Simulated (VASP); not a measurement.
# Na (Im-3m) in VASP: a series of runs

Runs on Na. Level: PBE. Tasks: single point.

Program: VASP 6.6.1. These are calculated values, not measurements. Logs are shortened: lines on timing, memory, paths and dates and some standing lists are left out, and cuts for length are marked.

### 1 The cell of the first run

It takes space group Im-3m (No. 229, cubic). Conventional cell: a = 4.197 Å, b = 4.197 Å, c = 4.197 Å, α = 90.00°, β = 90.00°, γ = 90.00°. Within 4.8 Å of Na (site symmetry m-3m) lie 14 Na at 3.63 to 4.20 Å.

### 2 Single point, PBE

INCAR

```
SYSTEM = Na
PREC = Accurate
ENCUT = 520
EDIFF = 1E-7
ISMEAR = 0
SIGMA = 0.2
LREAL = .FALSE.
LASPH = .TRUE.
NELM = 80
ALGO = Normal
ISIF = 2
LWAVE = .FALSE.
LCHARG = .FALSE.
GGA = PE
NBANDS = 10
```

KPOINTS

```
Automatic mesh
0
G
  11 11 11
  0 0 0
```

POSCAR

```
Na
1.0
   -2.0985562613      2.0985562613      2.0985562613
    2.0985562613     -2.0985562613      2.0985562613
    2.0985562613      2.0985562613     -2.0985562613
Na
1
Direct
    0.0000000000      0.0000000000      0.0000000000
```

Potentials or basis: VASP PAW PBE potentials, release 64 (Na_pv).

Started as:

```sh
$ cat potpaw_PBE.64/Na_pv/POTCAR > POTCAR
$ mpirun -np 1 vasp_std > vasp.out
```

OUTCAR:

```text
SYSTEM = Na
   PREC = Accurate
   ENCUT = 520
   EDIFF = 1E-7
   ISMEAR = 0
   LREAL = .FALSE.
   LASPH = .TRUE.
   NELM = 80
   ISIF = 2
   GGA = PE

 ion  position               nearest neighbor table
   1  0.000  0.000  0.000-

  LATTYP: Found a body centered cubic cell.
 ALAT       =     4.1971125226

  Lattice vectors:

 A1 = (  -2.0985562613,   2.0985562613,   2.0985562613)
 A2 = (   2.0985562613,  -2.0985562613,   2.0985562613)
 A3 = (   2.0985562613,   2.0985562613,  -2.0985562613)

Analysis of symmetry for initial positions (statically):
=====================================================================
 Subroutine PRICEL returns:
 Original cell was already a primitive cell.

 Routine SETGRP: Setting up the symmetry group for a
 body centered cubic supercell.

 Subroutine GETGRP returns: Found 48 space group operations
 (whereof 48 operations were pure point group operations)
 out of a pool of 48 trial point group operations.

The static configuration has the point symmetry O_h .

Analysis of symmetry for dynamics (positions and initial velocities):
=====================================================================
 Subroutine PRICEL returns:
 Original cell was already a primitive cell.

 Routine SETGRP: Setting up the symmetry group for a
 body centered cubic supercell.

 Subroutine GETGRP returns: Found 48 space group operations
 (whereof 48 operations were pure point group operations)
 out of a pool of 48 trial point group operations.

The dynamic configuration has the point symmetry O_h .

 Subroutine INISYM returns: Found 48 space group operations
 (whereof 48 operations are pure point group operations),
 and found     1 'primitive' translations

----------------------------------------------------------------------------------------

                                     Primitive cell

  volume of cell :      36.9676

  direct lattice vectors                    reciprocal lattice vectors
    -2.098556261  2.098556261  2.098556261     0.000000000  0.238259040  0.238259040
     2.098556261 -2.098556261  2.098556261     0.238259040  0.000000000  0.238259040
     2.098556261  2.098556261 -2.098556261     0.238259040  0.238259040  0.000000000

  length of vectors
     3.634806067  3.634806067  3.634806067     0.336949166  0.336949166  0.336949166

  position of ions in fractional coordinates (direct lattice)
     0.000000000  0.000000000  0.000000000

  ion indices of the primitive-cell ions
   primitive index   ion index
                 1           1

----------------------------------------------------------------------------------------

 KPOINTS: Automatic mesh

Automatic generation of k-mesh.
 Grid dimensions read from file:
 generate k-points for:   11   11   11

 Generating k-lattice:

  Cartesian coordinates                     Fractional coordinates (reciprocal lattice)
     0.000000000  0.021659913  0.021659913     0.090909091  0.000000000  0.000000000
     0.021659913  0.000000000  0.021659913     0.000000000  0.090909091  0.000000000
     0.021659913  0.021659913  0.000000000     0.000000000  0.000000000  0.090909091

  Length of vectors
     0.030631742  0.030631742  0.030631742

  Shift w.r.t. Gamma in fractional coordinates (k-lattice)
     0.000000000  0.000000000  0.000000000

 Subroutine IBZKPT returns following result:
 ===========================================

 Found     56 irreducible k-points:

 Following reciprocal coordinates:
            Coordinates               Weight
  0.000000  0.000000  0.000000      1.000000
  0.090909  0.000000  0.000000     12.000000
  0.181818  0.000000  0.000000     12.000000
  0.272727  0.000000  0.000000     12.000000
  0.363636  0.000000  0.000000     12.000000
  0.454545  0.000000  0.000000     12.000000
[... 16 lines left out ...]
  0.272727  0.181818  0.090909     48.000000
  0.363636  0.181818  0.090909     24.000000
 [... further k-points ...]
   k-points           NKPTS =     56   k-points in BZ     NKDIM =     56   number of bands    NBANDS=     10
   number of dos      NEDOS =    301   number of ions     NIONS =      1
   total plane-waves  NPLWV =  21952
   dimension x,y,z NGX =    28 NGY =   28 NGZ =   28
   dimension x,y,z NGXF=    56 NGYF=   56 NGZF=   56
   ions per type =               1
   NGX,Y,Z   is equivalent  to a cutoff of  12.81, 12.81, 12.81 a.u.
   NGXF,Y,Z  is equivalent  to a cutoff of  25.61, 25.61, 25.61 a.u.
 SYSTEM =  Na
   PREC   = accura    normal or accurate (medium, high low for compatibility)
   ISTART =      0    job   : 0-new  1-cont  2-samecut
   ICHARG =      2    charge: 1-file 2-atom 10-const
   ISPIN  =      1    spin polarized calculation?
   LNONCOLLINEAR =      F non collinear calculations
   LSORBIT =      F    spin-orbit coupling
   LASPH  =      T    aspherical Exc in radial PAW
   ENCUT  =  520.0 eV  38.22 Ry    6.18 a.u.   6.76  6.76  6.76*2*pi/ulx,y,z
   NELM   =     80;   NELMIN=  2; NELMDL= -5     # of ELM steps
   EDIFF  = 0.1E-06   stopping-criterion for ELM
   LREAL  =      F    real-space projection
   EDIFFG = 0.1E-05   stopping-criterion for IOM
   NSW    =      0    number of steps for IOM
   IBRION =     -1    ionic relax: 0-MD 1-quasi-New 2-CG
   NFREE  =      0    steps in history (QN), initial steepest desc. (CG)
   ISIF   =      2    stress and relaxation
   ISYM   =      2    0-nonsym 1-usesym 2-fastsym
   POTIM  = 0.5000    time-step for ionic-motion
   TEBEG  =    0.0;   TEEND  =   0.0 temperature during run
   PSTRESS=    0.0 pullay stress
   NELECT =       7.0000    total number of electrons
   NUPDOWN=      -1.0000    fix difference up-down
   EMIN   =  10.00;   EMAX   =-10.00  energy-range for DOS
   EFERMI =   0.00;   METHOD = LEGACY
   ISMEAR =     0;   SIGMA  =   0.20  broadening in eV -4-tet -1-fermi 0-gaus
   EFERMI_NEDOS =   21; number of points for ismear=-14 and -15
   IALGO  =     38    algorithm
   IMIX   =      4    mixing-type and parameters
     AMIX     =   0.40;   BMIX     =  1.00
     AMIX_MAG =   1.60;   BMIX_MAG =  1.00
  volume/ion in A,a.u.               =      36.97       249.47
  Fermi-wavevector in a.u.,A,eV,Ry     =   0.940085  1.776502 12.024270  0.883759
  Thomas-Fermi vector in A             =   2.067461
   LORBIT       =      0    0 simple, 1 ext, 2 COOP (PROOUT), +10 PAW based schemes
   GGA     = PE    functional components
   LHFCALC =     F    Hartree Fock is set to
   AEXX    =    0.0000 exact exchange contribution
   IVDW    =     0    specifies the selected vdW correction
   LEPSILON=     F    determine dielectric tensor
   LRPA    =     F    only Hartree local field effects (RPA)
 non-spin polarized calculation
 Gauss-broadening in eV      SIGMA  =   0.20
  energy-cutoff  :      520.00
  volume of cell :       36.97
 maximum number of plane-waves:      1008
   NGX = 13   NGY = 13   NGZ = 13

 number of electron       7.0000004 magnetization

 Free energy of the ion-electron system (eV)
  ---------------------------------------------------
  ext. energy  EPLUGINS =         0.00000000
  ---------------------------------------------------
  free energy    TOTEN  =        -1.31756225 eV

  energy without entropy =       -1.30973537  energy(sigma->0) =       -1.31364881

 E-fermi :   0.3695     XC(G=0):  -6.5095

 val. band max:        0.3064727869   @ k =  -0.3636   0.4545   0.0909
 cond. band min:       0.4425899179   @ k =   0.1818   0.1818   0.1818
 fundamental gap:      0.1361171311
 Fermi energy:         0.3695117969

 k-point     1 :       0.0000    0.0000    0.0000
  band No.  band energies     occupation
      1     -24.5624      2.00000
      2     -24.5624      2.00000
      3     -24.5624      2.00000
      4      -2.9470      2.00000
      5      12.0877      0.00000
      6      12.0877      0.00000
      7      12.0877      0.00000
      8      13.0896      0.00000
      9      13.0896      0.00000
     10      13.6474      0.00000

 k-point     2 :       0.0909    0.0000    0.0000
  band No.  band energies     occupation
      1     -24.5653      2.00000
      2     -24.5633      2.00000
      3     -24.5624      2.00000
      4      -2.8010      2.00000
      5      10.3864      0.00000
      6      11.2729      0.00000
      7      11.5745      0.00000
      8      12.1227      0.00000
      9      12.4988      0.00000
     10      13.9881      0.00000

 k-point     3 :       0.1818    0.0000    0.0000
  band No.  band energies     occupation
      1     -24.5730      2.00000
      2     -24.5659      2.00000
      3     -24.5624      2.00000
      4      -2.3658      2.00000
      5       8.0233      0.00000
      6      10.2329      0.00000
      7      10.8047      0.00000
      8      11.1352      0.00000
      9      12.0493      0.00000
     10      14.2283      0.00000

 k-point     4 :       0.2727    0.0000    0.0000
  band No.  band energies     occupation
      1     -24.5830      2.00000
      2     -24.5693      2.00000
      3     -24.5623      2.00000
      4      -1.6484      2.00000
      5       5.8346      0.00000
      6       9.4169      0.00000
      7      10.1782      0.00000
      8      10.3891      0.00000
      9      11.4756      0.00000
     10      14.8615      0.00000

 k-point     5 :       0.3636    0.0000    0.0000
  band No.  band energies     occupation
      1     -24.5922      2.00000
      2     -24.5725      2.00000
      3     -24.5623      2.00000
      4      -0.6607      2.00000
      5       3.8654      0.00000
      6       8.8662      0.00000
      7       9.7530      0.00000
      8       9.8925      0.00000
      9      11.0014      0.00000
     10      15.5890      0.00000

 k-point     6 :       0.4545    0.0000    0.0000
  band No.  band energies     occupation
      1     -24.5976      2.00000
      2     -24.5743      2.00000
      3     -24.5623      2.00000
      4       0.5704      0.15538
      5       2.1443      0.00000
      6       8.5896      0.00000
      7       9.5396      0.00000
      8       9.6447      0.00000
      9      10.7428      0.00000
     10      16.3558      0.00000

 k-point     7 :       0.0909    0.0909    0.0000
  band No.  band energies     occupation
      1     -24.5706      2.00000
      2     -24.5644      2.00000
      3     -24.5631      2.00000
      4      -2.5104      2.00000
      5       9.0570      0.00000
      6       9.5198      0.00000
      7      10.9022      0.00000
      8      11.9690      0.00000
      9      12.6595      0.00000
     10      14.0891      0.00000

 k-point     8 :       0.1818    0.0909    0.0000
  band No.  band energies     occupation
      1     -24.5791      2.00000
      2     -24.5675      2.00000
      3     -24.5633      2.00000
      4      -1.9342      2.00000
      5       6.9615      0.00000
      6       8.4616      0.00000
      7      10.1240      0.00000
      8      11.4242      0.00000
      9      12.6933      0.00000
     10      13.7267      0.00000

 k-point     9 :       0.2727    0.0909    0.0000
  band No.  band energies     occupation
      1     -24.5880      2.00000
      2     -24.5713      2.00000
      3     -24.5634      2.00000
      4      -1.0816      2.00000
      5       4.9076      0.00000
      6       7.7921      0.00000
      7       9.5315      0.00000
      8      10.8461      0.00000
      9      12.4695      0.00000
     10      14.0925      0.00000
[... 118 lines left out ...]
 k-point    19 :       0.2727    0.0909    0.0909
  band No.  band energies     occupation
      1     -24.5916      2.00000
      2     -24.5728      2.00000
      3     -24.5649      2.00000
      4      -0.3823      2.00000
      5       4.1035      0.00000
      6       6.6697      0.00000
      7       7.7885      0.00000
      8      12.6299      0.00000
      9      13.3004      0.00000
     10      15.8216      0.00000

 k-point    20 :       0.3636    0.0909    0.0909
  band No.  band energies     occupation
      1     -24.5949      2.00000
      2     -24.5757      2.00000
      3     -24.5650      2.00000
      4       0.8395      0.00089
      5       2.4075      0.00000
      6       6.4044      0.00000
      7       7.5157      0.00000
      8      12.3778      0.00000
      9      13.1268      0.00000
     10      16.5930      0.00000

 k-point    21 :      -0.0909    0.0909    0.0909
  band No.  band energies     occupation
      1     -24.5661      2.00000
      2     -24.5643      2.00000
      3     -24.5643      2.00000
      4      -2.6555      2.00000
      5      10.2374      0.00000
      6      10.2374      0.00000
      7      10.5474      0.00000
      8      11.9648      0.00000
      9      12.3666      0.00000
     10      14.1092      0.00000

 k-point    22 :       0.1818    0.1818    0.0909
  band No.  band energies     occupation
      1     -24.5900      2.00000
      2     -24.5712      2.00000
      3     -24.5668      2.00000
      4      -0.5213      2.00000
      5       5.1016      0.00000
      6       5.6946      0.00000
      7       7.3966      0.00000
      8      13.8412      0.00000
      9      14.4145      0.00000
     10      15.6826      0.00000

 k-point    23 :       0.2727    0.1818    0.0909
  band No.  band energies     occupation
      1     -24.5916      2.00000
      2     -24.5760      2.00000
      3     -24.5676      2.00000
      4       0.5777      0.14107
      5       3.5392      0.00000
      6       5.0931      0.00000
      7       6.9331      0.00000
      8      13.7653      0.00000
      9      14.9216      0.00000
     10      15.7518      0.00000

 k-point    24 :       0.3636    0.1818    0.0909
  band No.  band energies     occupation
      1     -24.5916      2.00000
      2     -24.5785      2.00000
      3     -24.5678      2.00000
      4       1.7084      0.00000
      5       2.1963      0.00000
      6       4.9416      0.00000
      7       6.7853      0.00000
      8      13.6747      0.00000
      9      15.0522      0.00000
     10      16.1758      0.00000

 [... further k-points ...]
[... 5 lines left out ...]
  --------------------------------------------------------------------------------------
  -------------------------------------------------------------------------------------
  Total       -0.0010694     -0.0010694     -0.0010694      0.0000000      0.0000000     -0.0000000
  in kB       -0.0463461     -0.0463461     -0.0463461      0.0000000      0.0000000     -0.0000000
  external PRESSURE =      -0.0463461 kB  Pullay stress =       0.0000000 kB

 VOLUME and BASIS-vectors are now :
 -----------------------------------------------------------------------------
  energy-cutoff  :      520.00
  volume of cell :       36.97
      direct lattice vectors                 reciprocal lattice vectors
    -2.098556261  2.098556261  2.098556261     0.000000000  0.238259040  0.238259040
     2.098556261 -2.098556261  2.098556261     0.238259040  0.000000000  0.238259040
     2.098556261  2.098556261 -2.098556261     0.238259040  0.238259040  0.000000000

 POSITION                                       TOTAL-FORCE (eV/Angst)
 -----------------------------------------------------------------------------------
      0.00000      0.00000      0.00000         0.000000      0.000000      0.000000
 -----------------------------------------------------------------------------------
    total drift:                                0.000000     -0.000000      0.000000

  FREE ENERGIE OF THE ION-ELECTRON SYSTEM (eV)
  ---------------------------------------------------
  free  energy   TOTEN  =        -1.3175622532 eV

  energy  without entropy=       -1.3097353736  energy(sigma->0) =       -1.31364881
```

Wall time 28 s (1 thread of AMD EPYC 7R13, shared host); peak memory 0.13 GiB.

Results:

| Property | Result |
| --- | --- |
| Free energy | -1.3176 eV |
| Pressure | 0.0 GPa |

(Part 1 of 2 ends here.)
